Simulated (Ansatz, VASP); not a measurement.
# One calculation of Ga3Sb, two programs

```
CELL_PARAMETERS angstrom
-4.07954 4.07954 8.99601
4.07954 -4.07954 8.99601
4.07954 4.07954 -8.99601
ATOMIC_POSITIONS crystal
Ga 0.75000 0.25000 0.50000
Ga 0.25000 0.75000 0.50000
Ga 0.50000 0.50000 0.00000
Sb 0.00000 0.00000 0.00000
```

Alike in both runs: task single point; functional PBEsol; k mesh 4 × 4 × 4; occupations gaussian, width 0.1 eV; no spin polarisation.

|  | VASP | Ansatz |
| --- | --- | --- |
| version | VASP 6.6.1 | Ansatz 0.2.0 |
| potentials or method | VASP PAW PBE potentials, release 64 (Ga_d, Sb), cutoff 520 eV | scalar-relativistic, plane waves, PAW |
| valence electrons in the cell | 44 | 54 |

|  | VASP | Ansatz | Ansatz less VASP |
| --- | --- | --- | --- |
| gap on the k mesh at the Fermi level (eV) | none | none | - |
| pressure (GPa) | -1.0 | -1.0 | 0.00 |

VASP's potentials were made for PBE, not for PBEsol. A gap of «none» marks a metal or a gap that the smearing closes. With one functional, cell and mesh, what is left measures potentials, basis and numerics. VASP's potentials hold 44 valence electrons a cell and Ansatz's 54, so a difference there can come from the potentials and not from the codes.

Spin-orbit coupling is off throughout.
